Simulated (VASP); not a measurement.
# Ir12O in VASP: a series of runs

The runs below take Ir12O through single point, with PBE+D3(BJ).

All numbers are computed with VASP 6.6.1; they aren't measurements. Logs are shortened: lines on timing, memory, paths and dates and some standing lists are left out, and cuts for length are marked.

**1. The cell of the first run**

The cell holds a slab with vacuum, 13 atoms: a = 5.431 Å, b = 5.431 Å, c = 21.001 Å, α = 90.00°, β = 90.00°, γ = 90.00°.

**2. Single point, PBE+D3(BJ)**

Contents of INCAR:

```
PREC = Accurate
ENCUT = 520
EDIFF = 1E-6
ISMEAR = 0
SIGMA = 0.1
LREAL = F
LASPH = T
NELM = 80
ALGO = Normal
ISIF = 2
LWAVE = F
LCHARG = F
LDIPOL = T
IDIPOL = 3
DIPOL = 0.5 0.5 0.295
GGA = PE
IVDW = 12
NBANDS = 69
```

Contents of KPOINTS:

```
regular mesh
0
Gamma
  5 5 1
```

Contents of POSCAR:

```
Ir12O
1.0
    5.4309029918      0.0000000000      0.0000000000
    0.0000000000      5.4309029918      0.0000000000
    0.0000000000      0.0000000000     21.0013955423
Ir O
12 1
Direct
    0.2500000000      0.2500000000      0.1904635333
    0.2500000000      0.7500000000      0.1904635333
    0.7500000000      0.2500000000      0.1904635333
    0.7500000000      0.7500000000      0.1904635333
    0.0000000000      0.0000000000      0.2785823619
    0.0000000000      0.5000000000      0.2785823619
    0.5000000000      0.0000000000      0.2785823619
    0.5000000000      0.5000000000      0.2785823619
    0.2500000000      0.2500000000      0.3667087517
    0.2500000000      0.7500000000      0.3667087517
    0.7500000000      0.2500000000      0.3667087517
    0.7500000000      0.7500000000      0.3667087517
    0.4166666667      0.5000000000      0.4857484600
```

Potentials or basis: VASP PAW PBE potentials, release 64 (Ir, O).

Run with:

```sh
$ cat potpaw_PBE.64/Ir/POTCAR potpaw_PBE.64/O/POTCAR > POTCAR
$ mpirun -np 1 vasp_std > vasp.out
```

OUTCAR:

```text
PREC = Accurate
   ENCUT = 520
   EDIFF = 1E-6
   ISMEAR = 0
   LREAL = F
   LASPH = T
   NELM = 80
   ISIF = 2
   GGA = PE
   IVDW = 12
 IVDW          = 12

 ion  position               nearest neighbor table
   1  0.250  0.250  0.190-   5 2.67   6 2.67   7 2.67   8 2.67   2 2.72   3 2.72   2 2.72   3 2.72

   2  0.250  0.750  0.190-   5 2.67   6 2.67   7 2.67   8 2.67   1 2.72   4 2.72   1 2.72   4 2.72

   3  0.750  0.250  0.190-   5 2.67   6 2.67   7 2.67   8 2.67   1 2.72   4 2.72   4 2.72   1 2.72

   4  0.750  0.750  0.190-   5 2.67   6 2.67   7 2.67   8 2.67   2 2.72   3 2.72   3 2.72   2 2.72

   5  0.000  0.000  0.279-   1 2.67   2 2.67   3 2.67   4 2.67   9 2.67  10 2.67  11 2.67  12 2.67
                             6 2.72   7 2.72   6 2.72   7 2.72
   6  0.000  0.500  0.279-   1 2.67   2 2.67   3 2.67   4 2.67   9 2.67  10 2.67  11 2.67  12 2.67
                             5 2.72   8 2.72   5 2.72   8 2.72
   7  0.500  0.000  0.279-   1 2.67   2 2.67   3 2.67   4 2.67   9 2.67  10 2.67  11 2.67  12 2.67
                             5 2.72   8 2.72   8 2.72   5 2.72
   8  0.500  0.500  0.279-   1 2.67   2 2.67   3 2.67   4 2.67   9 2.67  10 2.67  11 2.67  12 2.67
                             6 2.72   7 2.72   7 2.72   6 2.72
   9  0.250  0.250  0.367-   5 2.67   6 2.67   7 2.67   8 2.67  10 2.72  11 2.72  10 2.72  11 2.72

  10  0.250  0.750  0.367-   5 2.67   6 2.67   7 2.67   8 2.67   9 2.72  12 2.72   9 2.72  12 2.72

  11  0.750  0.250  0.367-   5 2.67   6 2.67   7 2.67   8 2.67   9 2.72  12 2.72  12 2.72   9 2.72

  12  0.750  0.750  0.367-   5 2.67   6 2.67   7 2.67   8 2.67  10 2.72  11 2.72  11 2.72  10 2.72

  13  0.417  0.500  0.486-

  LATTYP: Found a simple tetragonal cell.
 ALAT       =     5.4309029918
 C/A-ratio  =     3.8670172481

  Lattice vectors:

 A1 = (   5.4309029918,   0.0000000000,   0.0000000000)
 A2 = (   0.0000000000,   5.4309029918,   0.0000000000)
 A3 = (   0.0000000000,   0.0000000000,  21.0013955423)

Analysis of symmetry for initial positions (statically):
=====================================================================
 Subroutine PRICEL returns:
 Original cell was already a primitive cell.

 Routine SETGRP: Setting up the symmetry group for a
 simple tetragonal supercell.

 Subroutine GETGRP returns: Found  2 space group operations
 (whereof  2 operations were pure point group operations)
 out of a pool of 16 trial point group operations.

The static configuration has the point symmetry C_1h.

Analysis of symmetry for dynamics (positions and initial velocities):
=====================================================================
 Subroutine PRICEL returns:
 Original cell was already a primitive cell.

 Routine SETGRP: Setting up the symmetry group for a
 simple tetragonal supercell.

 Subroutine GETGRP returns: Found  2 space group operations
 (whereof  2 operations were pure point group operations)
 out of a pool of 16 trial point group operations.

The dynamic configuration has the point symmetry C_1h.

 Subroutine INISYM returns: Found  2 space group operations
 (whereof  2 operations are pure point group operations),
 and found     1 'primitive' translations

----------------------------------------------------------------------------------------

                                     Primitive cell

  volume of cell :     619.4300

  direct lattice vectors                    reciprocal lattice vectors
     5.430902992  0.000000000  0.000000000     0.184131442  0.000000000  0.000000000
     0.000000000  5.430902992  0.000000000     0.000000000  0.184131442  0.000000000
     0.000000000  0.000000000 21.001395542     0.000000000  0.000000000  0.047615883

  length of vectors
     5.430902992  5.430902992 21.001395542     0.184131442  0.184131442  0.047615883

  position of ions in fractional coordinates (direct lattice)
     0.250000000  0.250000000  0.190463533
     0.250000000  0.750000000  0.190463533
     0.750000000  0.250000000  0.190463533
     0.750000000  0.750000000  0.190463533
     0.000000000  0.000000000  0.278582362
     0.000000000  0.500000000  0.278582362
     0.500000000  0.000000000  0.278582362
     0.500000000  0.500000000  0.278582362
     0.250000000  0.250000000  0.366708752
     0.250000000  0.750000000  0.366708752
     0.750000000  0.250000000  0.366708752
     0.750000000  0.750000000  0.366708752
     0.416666667  0.500000000  0.485748460

  ion indices of the primitive-cell ions
   primitive index   ion index
                 1           1
                 2           2
                 3           3
                 4           4
                 5           5
                 6           6
                 7           7
                 8           8
                 9           9
                10          10
                11          11
                12          12
                13          13

----------------------------------------------------------------------------------------

 KPOINTS: regular mesh

Automatic generation of k-mesh.
 Grid dimensions read from file:
 generate k-points for:    5    5    1

 Generating k-lattice:

  Cartesian coordinates                     Fractional coordinates (reciprocal lattice)
     0.036826288  0.000000000  0.000000000     0.200000000  0.000000000  0.000000000
     0.000000000  0.036826288  0.000000000     0.000000000  0.200000000  0.000000000
     0.000000000  0.000000000  0.047615883     0.000000000  0.000000000  1.000000000

  Length of vectors
     0.036826288  0.036826288  0.047615883

  Shift w.r.t. Gamma in fractional coordinates (k-lattice)
     0.000000000  0.000000000  0.000000000

 Subroutine IBZKPT returns following result:
 ===========================================

 Found      9 irreducible k-points:

 Following reciprocal coordinates:
            Coordinates               Weight
  0.000000  0.000000  0.000000      1.000000
  0.200000  0.000000  0.000000      2.000000
  0.000000  0.200000  0.000000      2.000000
  0.400000  0.000000  0.000000      2.000000
  0.000000  0.400000  0.000000      2.000000
  0.200000  0.200000  0.000000      4.000000
  0.400000  0.200000  0.000000      4.000000
 -0.200000  0.400000  0.000000      4.000000
  0.400000  0.400000  0.000000      4.000000
   k-points           NKPTS =      9   k-points in BZ     NKDIM =      9   number of bands    NBANDS=     69
   number of dos      NEDOS =    301   number of ions     NIONS =     13
   total plane-waves  NPLWV = 256000
   dimension x,y,z NGX =    40 NGY =   40 NGZ =  160
   dimension x,y,z NGXF=    80 NGYF=   80 NGZF=  320
   ions per type =              12   1
   NGX,Y,Z   is equivalent  to a cutoff of  12.24, 12.24, 12.67 a.u.
   NGXF,Y,Z  is equivalent  to a cutoff of  24.49, 24.49, 25.33 a.u.
 SYSTEM =  unknown system
   PREC   = accura    normal or accurate (medium, high low for compatibility)
   ISTART =      0    job   : 0-new  1-cont  2-samecut
   ICHARG =      2    charge: 1-file 2-atom 10-const
   ISPIN  =      1    spin polarized calculation?
   LNONCOLLINEAR =      F non collinear calculations
   LSORBIT =      F    spin-orbit coupling
   LASPH  =      T    aspherical Exc in radial PAW
   ENCUT  =  520.0 eV  38.22 Ry    6.18 a.u.  10.10 10.10 39.05*2*pi/ulx,y,z
   NELM   =     80;   NELMIN=  2; NELMDL= -5     # of ELM steps
   EDIFF  = 0.1E-05   stopping-criterion for ELM
   LREAL  =      F    real-space projection
   EDIFFG = 0.1E-04   stopping-criterion for IOM
   NSW    =      0    number of steps for IOM
   IBRION =     -1    ionic relax: 0-MD 1-quasi-New 2-CG
   NFREE  =      0    steps in history (QN), initial steepest desc. (CG)
   ISIF   =      2    stress and relaxation
   ISYM   =      2    0-nonsym 1-usesym 2-fastsym
   POTIM  = 0.5000    time-step for ionic-motion
   TEBEG  =    0.0;   TEEND  =   0.0 temperature during run
   PSTRESS=    0.0 pullay stress
   NELECT =     114.0000    total number of electrons
   NUPDOWN=      -1.0000    fix difference up-down
   EMIN   =  10.00;   EMAX   =-10.00  energy-range for DOS
   EFERMI =   0.00;   METHOD = LEGACY
   ISMEAR =     0;   SIGMA  =   0.10  broadening in eV -4-tet -1-fermi 0-gaus
   EFERMI_NEDOS =   21; number of points for ismear=-14 and -15
   IALGO  =     38    algorithm
   IMIX   =      4    mixing-type and parameters
     AMIX     =   0.40;   BMIX     =  1.00
     AMIX_MAG =   1.60;   BMIX_MAG =  1.00
  volume/ion in A,a.u.               =      47.65       321.55
  Fermi-wavevector in a.u.,A,eV,Ry     =   0.931206  1.759724 11.798215  0.867144
  Thomas-Fermi vector in A             =   2.057675
   LORBIT       =      0    0 simple, 1 ext, 2 COOP (PROOUT), +10 PAW based schemes
   GGA     = PE    functional components
   LHFCALC =     F    Hartree Fock is set to
   AEXX    =    0.0000 exact exchange contribution
   IVDW    =    12    specifies the selected vdW correction
   LEPSILON=     F    determine dielectric tensor
   LRPA    =     F    only Hartree local field effects (RPA)
 non-spin polarized calculation
 Gauss-broadening in eV      SIGMA  =   0.10
  energy-cutoff  :      520.00
  volume of cell :      619.43
 maximum number of plane-waves:     16712
   NGX = 21   NGY = 21   NGZ = 79

 dipolmoment           0.000000      0.000000     -0.865549 electrons x Angstroem

 number of electron     113.9999981 magnetization

 dipolmoment           0.000000      0.000000      0.391880 electrons x Angstroem

 Free energy of the ion-electron system (eV)
  ---------------------------------------------------
  ext. energy  EPLUGINS =         0.00000000
  ---------------------------------------------------
  free energy    TOTEN  =       -98.59270162 eV

  energy without entropy =      -98.53154823  energy(sigma->0) =      -98.56212492

 E-fermi :  -1.7449     XC(G=0):  -5.0034

 val. band max:       -1.7539582385   @ k =   0.2000   0.2000   0.0000
 cond. band min:      -1.6784920671   @ k =   0.0000   0.0000   0.0000
 fundamental gap:      0.0754661713
 Fermi energy:        -1.7448849602

 k-point     1 :       0.0000    0.0000    0.0000
  band No.  band energies     occupation
      1     -16.9359      2.00000
      2     -11.6330      2.00000
      3      -9.1423      2.00000
      4      -9.1404      2.00000
      5      -9.0824      2.00000
      6      -8.9128      2.00000
[... 61 lines left out ...]
     68       0.4129      0.00000
     69       0.5665      0.00000

 k-point     2 :       0.2000    0.0000    0.0000
  band No.  band energies     occupation
      1     -16.9356      2.00000
      2     -11.3620      2.00000
      3      -9.2816      2.00000
      4      -8.8905      2.00000
      5      -8.8455      2.00000
      6      -8.7107      2.00000
[... 61 lines left out ...]
     68      -0.4514      0.00000
     69       0.0774      0.00000

 k-point     3 :       0.0000    0.2000    0.0000
  band No.  band energies     occupation
      1     -16.9355      2.00000
      2     -11.3621      2.00000
      3      -9.2821      2.00000
      4      -8.8905      2.00000
      5      -8.8449      2.00000
      6      -8.7106      2.00000
[... 421 lines left out ...]
     68      -0.5603      0.00000
     69      -0.4971      0.00000

 k-point     9 :       0.4000    0.4000    0.0000
  band No.  band energies     occupation
      1     -16.9341      2.00000
      2      -9.6646      2.00000
      3      -8.8742      2.00000
      4      -8.8663      2.00000
      5      -8.3496      2.00000
      6      -7.6702      2.00000
[... 61 lines left out ...]
     68      -0.7390      0.00000
     69      -0.6909      0.00000

------------------------ aborting loop because EDIFF is reached ----------------------------------------

 vacuum level on the upper side and lower side of the slab       (xc-potential included)         1.165        -1.180

 Edisp (eV)   -5.50693

 E8    (eV) :    -2.6845

  FORCE on cell =-STRESS in cart. coord.  units (eV):
  Direction    XX          YY          ZZ          XY          YZ          ZX
  --------------------------------------------------------------------------------------
  -------------------------------------------------------------------------------------
  Total     -11.44823   -11.89246    -7.70899     0.00000     0.00000    -0.47313
  in kB     -29.61125   -30.76026   -19.93958     0.00000     0.00000    -1.22376
  external pressure =      -26.77 kB  Pullay stress =        0.00 kB

 VOLUME and BASIS-vectors are now :
 -----------------------------------------------------------------------------
  energy-cutoff  :      520.00
  volume of cell :      619.43
      direct lattice vectors                 reciprocal lattice vectors
     5.430902992  0.000000000  0.000000000     0.184131442  0.000000000  0.000000000
     0.000000000  5.430902992  0.000000000     0.000000000  0.184131442  0.000000000
     0.000000000  0.000000000 21.001395542     0.000000000  0.000000000  0.047615883

 POSITION                                       TOTAL-FORCE (eV/Angst)
 -----------------------------------------------------------------------------------
      1.35773      1.35773      4.00000        -0.030815     -0.036532      0.003900
      1.35773      4.07318      4.00000        -0.030815      0.036532      0.003900
      4.07318      1.35773      4.00000        -0.004669      0.007033     -0.089986
      4.07318      4.07318      4.00000        -0.004669     -0.007033     -0.089986
      0.00000      0.00000      5.85062         0.078510      0.000000      0.497692
      0.00000      2.71545      5.85062         0.080287      0.000000      0.003901
      2.71545      0.00000      5.85062        -0.045863      0.000000      0.067192
      2.71545      2.71545      5.85062        -0.037588      0.000000     -0.241738
      1.35773      1.35773      7.70140         0.198828      0.327727      1.070421
      1.35773      4.07318      7.70140         0.198828     -0.327727      1.070421
      4.07318      1.35773      7.70140        -0.082017      0.030798      0.374783
      4.07318      4.07318      7.70140        -0.082017     -0.030798      0.374783
      2.26288      2.71545     10.20140        -0.238000      0.000000     -3.045283
 -----------------------------------------------------------------------------------
    total drift:                                0.000313     -0.000000      0.000986

  FREE ENERGIE OF THE ION-ELECTRON SYSTEM (eV)
  ---------------------------------------------------
  free  energy   TOTEN  =      -104.0996296860 eV

  energy  without entropy=     -104.0384762963  energy(sigma->0) =     -104.06905299

 vacuum level on the upper side and lower side of the slab         5.937         3.532
```

Run time: 41 min. Hardware: 1 thread of Intel Xeon Platinum 8259CL at 2.50GHz (Skylake/Cascade Lake), shared host; peak memory 0.73 GiB.

What came out:

* Free energy: -104.0996 eV
* Largest force: 3.055 eV/Å
* Band gap on the k mesh: zero (bands 57 and 58 overlap by 1.10 eV)
* Dispersion energy per atom: -0.424 eV

Forces on the atoms (eV/Å):
```
Ir  -0.031 -0.037  0.004
Ir  -0.031  0.037  0.004
Ir  -0.005  0.007 -0.090
Ir  -0.005 -0.007 -0.090
Ir   0.079  0.000  0.498
Ir   0.080  0.000  0.004
Ir  -0.046  0.000  0.067
Ir  -0.038  0.000 -0.242
Ir   0.199  0.328  1.070
Ir   0.199 -0.328  1.070
Ir  -0.082  0.031  0.375
Ir  -0.082 -0.031  0.375
O   -0.238  0.000 -3.045
```

Caveat: spin-orbit coupling is left out, which moves the levels of the heavy elements.

**3. Single point, PBE+D3(BJ)**

Contents of INCAR:

```
PREC     = Accurate       # precision mode
ENCUT    = 520            # plane-wave cutoff, eV
EDIFF    = 1E-6           # SCF threshold, eV
ISMEAR   = 0              # smearing method
SIGMA    = 0.1            # smearing width, eV
LREAL    = F              # projectors in reciprocal space
LASPH    = T              # aspherical terms in the spheres
NELM     = 100            # most SCF steps
ALGO     = Normal         # electronic algorithm
ISIF     = 2              # what is computed and relaxed
LWAVE    = F              # write WAVECAR
LCHARG   = F              # write CHGCAR
LDIPOL   = T            
IDIPOL   = 3            
DIPOL    = 0.5 0.5 0.295
GGA      = PE             # functional
IVDW     = 12             # dispersion correction
NBANDS   = 69             # bands
```

KPOINTS is that of step 2.

Changes to POSCAR since step 2:

```diff
@@ -20,2 +20,2 @@
     0.7500000000      0.7500000000      0.3667087517
-    0.4166666667      0.5000000000      0.4857484600
+    0.3333333333      0.5000000000      0.4857484600
```

Potentials or basis: VASP PAW PBE potentials, release 64 (Ir, O).

Run with:

```sh
$ cat potpaw_PBE.64/Ir/POTCAR potpaw_PBE.64/O/POTCAR > POTCAR
$ mpirun -np 1 vasp_std > vasp.out
```

Run time: 37 min. Hardware: 1 thread of Intel Xeon Platinum 8259CL at 2.50GHz (Skylake/Cascade Lake), shared host; peak memory 0.72 GiB.

Results (log left out):

- Free energy: -104.2179 eV
- Largest force: 3.270 eV/Å
- Band gap on the k mesh: zero (bands 57 and 58 overlap by 1.12 eV)
- Dispersion energy per atom: -0.424 eV

Forces on the atoms (eV/Å):
```
Ir  -0.026 -0.049  0.023
Ir  -0.026  0.049  0.023
Ir  -0.011  0.031 -0.132
Ir  -0.011 -0.031 -0.132
Ir   0.132  0.000  0.388
Ir   0.115  0.000 -0.047
Ir  -0.099  0.000  0.167
Ir  -0.073  0.000 -0.192
Ir   0.143  0.472  1.402
Ir   0.143 -0.472  1.402
Ir  -0.024 -0.030  0.179
Ir  -0.024  0.030  0.179
O   -0.238  0.000 -3.262
```

Levels at points of the mesh, in eV from the Fermi level:
```
           k point  band 54  band 55  band 56  band 57  band 58  band 59  band 60  band 61
(0.00, 0.00, 0.00)     0.35     0.41     0.53     0.64     0.64     0.65     0.73     0.90
```

Caveat: spin-orbit coupling is left out, which moves the levels of the heavy elements.
